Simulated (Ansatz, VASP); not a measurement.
# Na4TaN3 in VASP and in Ansatz

```
CELL_PARAMETERS angstrom
4.97838 0.00000 0.00000
0.00000 4.97838 0.00000
0.00000 0.00000 4.97838
ATOMIC_POSITIONS crystal
Na 0.00000 0.00000 0.00000
Na 0.50000 0.50000 0.00000
Na 0.50000 0.00000 0.50000
Na 0.00000 0.50000 0.50000
Ta 0.50000 0.50000 0.50000
N 0.00000 0.00000 0.50000
N 0.00000 0.50000 0.00000
N 0.50000 0.00000 0.00000
```

Change from the starting cell: species swapped into the Ba3SrO4 type (Pm-3m, No. 221).

Alike in both runs: task single point; functional PBE; k mesh 4 × 4 × 4; occupations gaussian, width 0.1 eV; no spin polarisation.

```csv
,VASP,Ansatz
version,VASP 6.6.1,Ansatz 0.2.0
potentials or method,"VASP PAW PBE potentials, release 64 (Na_pv, Ta_pv, N), cutoff 520 eV","scalar-relativistic, plane waves, PAW"
valence electrons in the cell,54,64
```

```tsv
	VASP	Ansatz	Ansatz less VASP
gap on the k mesh at the Fermi level (eV)	none	none	-
pressure (GPa)	5.5	5.4	-0.11
```

A gap of «none» marks a metal or a gap that the smearing closes. VASP's potentials hold 54 valence electrons a cell and Ansatz's 64, so a difference there can come from the potentials and not from the codes.

Spin-orbit coupling is off throughout.
